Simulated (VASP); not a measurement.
Input of a VASP 6.6.1 run:

Contents of INCAR:

```
SYSTEM = SrC3
PREC = Accurate
ENCUT = 520
EDIFF = 1E-7
ISMEAR = 0
SIGMA = 0.1
LREAL = .FALSE.
LASPH = .TRUE.
NELM = 60
ALGO = Normal
ISIF = 2
LWAVE = .FALSE.
LCHARG = .FALSE.
GGA = PE
NBANDS = 19
```

KPOINTS

```
regular mesh
0
G
  4 4 6
  0 0 0
```

POSCAR

```
SrC3
1.0
    4.5357895518      0.8469113430      0.5402153871
    2.8756734313      4.2895097454      0.2996833488
   -0.1120836453     -0.9938535244      2.5863918321
Sr C
1 3
Direct
    0.1262790417      0.2176981154      0.2583230210
    0.2155322717      0.6782780172      0.4885906881
    0.7774338143      1.0283663207      0.6644213911
    0.4410676479      0.4447133112      0.8738665026
```

Potentials or basis: VASP PAW PBE potentials, release 64 (Sr_sv, C).

Run with:

```sh
$ cat potpaw_PBE.64/Sr_sv/POTCAR potpaw_PBE.64/C/POTCAR > POTCAR
$ mpirun -np 1 vasp_std > vasp.out
```

Task: Estimate the pressure.

Result: 0.8 GPa.

Task: Predict the band gap on the k mesh.

Result: Zero (bands 11 and 12 overlap by 1.32 eV).

Task: Predict the largest force.

Result: 0.041 eV/Å.

Forces on the atoms (eV/Å):
```
Sr   0.016  0.013  0.005
C    0.008 -0.039 -0.011
C   -0.014  0.001  0.003
C   -0.010  0.025  0.003
```

Caveat: the k points lie up to 0.46 Å⁻¹ apart, too coarse for converged energies and pressures of a metal.
